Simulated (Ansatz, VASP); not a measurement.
Al3Cu in VASP and in Ansatz

```xyz
4
Lattice="3.9483 0.0000 0.0000 0.0000 3.9483 0.0000 0.0000 0.0000 4.3015" Properties=species:S:1:pos:R:3 pbc="T T T"
Al    0.0000    1.9741    2.0577
Al    1.9741    0.0000    2.2437
Al    1.9741    1.9741    0.0000
Cu    0.0000    0.0000    0.0000
```

Alike in both runs: task single point; functional PBEsol; k mesh 10 × 10 × 8; occupations gaussian, width 0.1 eV; no spin polarisation.

|  | VASP | Ansatz |
| --- | --- | --- |
| version | VASP 6.6.1 | Ansatz 0.2.0 |
| potentials or method | VASP PAW PBE potentials, release 64 (Al, Cu), cutoff 520 eV | scalar-relativistic, plane waves, PAW |
| valence electrons in the cell | 20 | 28 |

Ansatz gave:

- gap on the k mesh at the Fermi level (eV): none
- pressure (GPa): -9.0
- traceless stress, the component that is largest in VASP (GPa): -3.37
- rms of the force components (eV/Å): 0.054

**Question.** Which values does VASP return?

**Answer.** gap on the k mesh at the Fermi level (eV): none; pressure (GPa): -8.8; traceless stress, the component that is largest in VASP (GPa): -3.39; rms of the force components (eV/Å): 0.055.

VASP's potentials were made for PBE, not for PBEsol. Atom by atom the forces differ by 0.001 eV/Å (rms over components). A gap of «none» marks a metal or a gap that the smearing closes. The functional is the same, so the differences come from potentials, cutoffs and numerics. VASP's potentials hold 20 valence electrons a cell and Ansatz's 28, so a difference there can come from the potentials and not from the codes.
